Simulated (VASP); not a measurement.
Runs of VASP 6.6.1 on C. The structure is that of space group Fd-3m (No. 227), or close to it. The cells are those of the table. 

```tsv
task	level	potentials or basis	cell	cutoff (eV)	smearing	gap on the mesh (eV)	pressure (GPa)
single point	PBEsol	VASP PAW PBE potentials, release 64 (C)	a = 2.513 Å, angles 60.0°, 2 atoms	520	fermi-dirac 0.02 eV	4.06	1.1
single point	PBE	VASP PAW PBE potentials, release 64 (C)	a = 2.517 Å, angles 60.0°, 2 atoms	520	fermi-dirac 0.02 eV	4.17	(b)
single point	r2SCAN	VASP PAW PBE potentials, release 64 (C)	a = 2.517 Å, angles 60.0°, 2 atoms	520	gaussian 0.01 eV	(a)	1.1
single point	LDA	VASP PAW LDA potentials, release 64 (C)	a = 2.517 Å, angles 60.0°, 2 atoms	520	gaussian 0.01 eV	4.14	-9.3
relaxation of cell and atoms	PBEsol	VASP PAW PBE potentials, release 64 (C)	relaxed from a = 2.525 Å, angles 60.0°, 2 atoms	600	fermi-dirac 0.02 eV	4.06	0.0
```

Alike in all rows: no spin polarisation; k mesh 12 × 12 × 12.

Task: Estimate the missing entries.

Result: (a) 4.36; (b) 4.9.

Caveats: the PAW data sets were made with another functional, which shifts forces and pressure a little (some runs).

A k mesh can miss the band edges.
